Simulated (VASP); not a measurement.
Write the native input for VASP 6.6.1 that does the following.

```
Task                   : relaxation of cell and atoms
Functional             : PBE
Potentials or basis    : VASP PAW PBE potentials, release 64 (Lu, Zr_sv, O)
Cutoff                 : 600 eV
k mesh                 : 4 × 4 × 4
Occupations            : gaussian, width 0.1 eV
Spin                   : no spin polarisation
Dipole correction      : no
Further INCAR settings : ALGO = Normal; EDIFF = 1e-06; IBRION = 2; EDIFFG = -0.04; NSW = 90; ISIF = 3
```

The structure of Lu4ZrO lies in POSCAR:

```
Lu4ZrO
1.0
    2.8190465700     -4.7458062600      0.0000000000
    2.8190465700      4.7458062600      0.0000000000
    0.0000000000      0.0000000000      4.4580706400
Lu Zr O
4 1 1
Direct
    0.1663979200      0.8336020800      0.0000000000
    0.8336020800      0.1663979200      0.0000000000
    0.0000000000      0.5000000000      0.5000000000
    0.5000000000      0.0000000000      0.5000000000
    0.5000000000      0.5000000000      0.0000000000
    0.0000000000      0.0000000000      0.5000000000
```

The cell was generated, and may not be a known phase.

These files were run (other wordings do the same):

INCAR

```
SYSTEM = Lu4ZrO
  ALGO = Normal
  EDIFF = 1E-6
  EDIFFG = -0.04
  ENCUT = 600
  GGA = PE
  IBRION = 2
  ISIF = 3
  ISMEAR = 0
  LASPH = .True.
  LCHARG = .False.
  LREAL = .False.
  LWAVE = .False.
  NELM = 80
  NSW = 90
  PREC = Accurate
  SIGMA = 0.1
```

KPOINTS

```
k-points
0
Gamma
  4 4 4
  0 0 0
```

Potentials or basis: VASP PAW PBE potentials, release 64 (Lu, Zr_sv, O).

The run is started by

```console
$ cat potpaw_PBE.64/Lu/POTCAR potpaw_PBE.64/Zr_sv/POTCAR potpaw_PBE.64/O/POTCAR > POTCAR
$ mpirun -np 1 vasp_std > vasp.out
```

Results of the run:

* Relaxed volume: 23.61 Å³/atom
* Relaxed cell: a = 5.084 Å, b = 5.084 Å, c = 5.630 Å, α = 90.00°, β = 90.00°, γ = 103.24°
* Space group after relaxing (to 0.1 Å): Cmmm (No. 65)
* Energy gained by relaxing: 761.1 meV/atom
* Ionic steps: 14
* Pressure after relaxing: 0.0 GPa
* Largest force after relaxing: 0.011 eV/Å
* Band gap on the k mesh: zero (bands 59 and 60 overlap by 0.47 eV)

Caveat: the volume moved by over 15 % at a fixed basis, so the end points are rough; spin-orbit coupling is left out, which moves the levels of the heavy elements.

Wall time 36 min on 1 thread of AMD EPYC 9R45 96-Core Processor (Zen 5), with other jobs on the host, peak memory 0.39 GiB.
